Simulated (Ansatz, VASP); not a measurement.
# Fe: VASP beside Ansatz

File INCAR:

```
ALGO = Normal ; EDIFF = 1E-6
ENCUT = 520 ; GGA = PE
ISIF = 2 ; ISMEAR = -1
LASPH = T ; LCHARG = F
LREAL = F ; LWAVE = F
NBANDS = 15 ; NELM = 80
PREC = Accurate ; SIGMA = 0.08
```

File KPOINTS:

```
k-points
0
Gamma
  17 17 10
```

Contents of POSCAR:

```
Fe
1.0
    2.5071823129      0.0000000000      0.0000000000
   -1.2535911564      2.1712835749      0.0000000000
    0.0000000000      0.0000000000      3.8419344700
Fe
2
Direct
    0.3333333333      0.6666666667      0.2500000000
    0.6666666667      0.3333333333      0.7500000000
```

Input for Ansatz:

```yaml
crystal:
  lattice:
    - [2.5071823129, 0.0, 0.0]
    - [-1.2535911564, 2.1712835749, 0.0]
    - [0.0, 0.0, 3.84193447]
  atoms:
    - { symbol: Fe, position: [0.3333333333, 0.6666666667, 0.25] }
    - { symbol: Fe, position: [0.6666666667, 0.3333333333, 0.75] }
kpoints:
  mp_grid: { grid: [17, 17, 10] }
  band_path:
    path:
      - [0.0, 0.0, 0.0]
      - [0.5, 0.0, 0.0]
      - [0.3333333333, 0.3333333333, 0.0]
      - [0.0, 0.0, 0.0]
      - [0.0, 0.0, 0.5]
      - [0.5, 0.0, 0.5]
      - [0.3333333333, 0.3333333333, 0.5]
      - [0.0, 0.0, 0.5]
      - [0.5, 0.0, 0.5]
    npoints: 5
scf:
  occupations: { method: fermi_dirac, width: 0.08 }
hamiltonian:
  xc: pbe
  pseudopotentials: { kind: all_electron, lapw: { basis_error: 0.00025 } }
output:
  forces: true
  stress: true
  eigenvalues: true
```

Change from the starting cell: equal xx and yy strain of +3 %.

Alike in both runs: task single point; functional PBE; k mesh 17 × 17 × 10; occupations fermi-dirac, width 0.08 eV; no spin polarisation.

|  | VASP | Ansatz |
| --- | --- | --- |
| version | VASP 6.6.1 | Ansatz 0.2.0 |
| potentials or method | VASP PAW PBE potentials, release 64 (Fe), cutoff 520 eV | all-electron LAPW, scalar-relativistic |

Ansatz gave:

| Property | Result |
| --- | --- |
| pressure (GPa) | -6.2 |
| traceless stress, the component that is largest in VASP (GPa) | 8.37 |

Problem. Estimate VASP's values.

Solution. Pressure (GPa): -6.7; traceless stress, the component that is largest in VASP (GPa): 8.02.

Ansatz ran all-electron here, and VASP with PAW potentials.
